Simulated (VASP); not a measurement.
Input of a VASP 6.6.1 run:

The input INCAR:

```
PREC = Accurate
ENCUT = 500
EDIFF = 1E-6
ISMEAR = 0
SIGMA = 0.2
LREAL = F
LASPH = T
NELM = 120
ALGO = Normal
ISIF = 2
LWAVE = F
LCHARG = F
GGA = PE
NBANDS = 47
GGA_COMPAT = F
```

The input KPOINTS:

```
Automatic mesh
0
Gamma
  5 5 5
```

File POSCAR:

```
HfTi2Ge3
1.0
   -1.9008917027      2.6484788360      5.4825012170
    1.9008917027     -2.6484788360      5.4825012170
    1.9008917027      2.6484788360     -5.4825012170
Hf Ti Ge
1 2 3
Direct
    0.0000000000      0.0000000000      0.0000000000
    0.6639714129      0.6639714129      0.0000000000
    0.3360285871      0.3360285871      0.0000000000
    0.8251298662      0.3251298662      0.5000000000
    0.1748701338      0.6748701338      0.5000000000
    0.5000000000      0.0000000000      0.5000000000
```

Potentials or basis: VASP PAW PBE potentials, release 64 (Hf_pv, Ti_sv, Ge_d).

Run with:

```console
$ cat potpaw_PBE.64/Hf_pv/POTCAR potpaw_PBE.64/Ti_sv/POTCAR potpaw_PBE.64/Ge_d/POTCAR > POTCAR
$ mpirun -np 1 vasp_std > vasp.out
```

Problem. Predict the pressure.

Solution. 0.0 GPa.

Problem. What does it give for the band gap on the k mesh?

Solution. Zero (band 38 reaches 7.19 eV, above the bottom of band 39 at 6.77 eV).

Problem. What does it give for the largest force?

Solution. 0.013 eV/Å.

Stress tensor (GPa, compression positive):
```
-0.03  0.00  0.00
 0.00  0.05  0.00
 0.00  0.00 -0.09
```

Caveat: the k points lie up to 0.41 Å⁻¹ apart; spin-orbit coupling is left out, which moves the levels of the heavy elements.
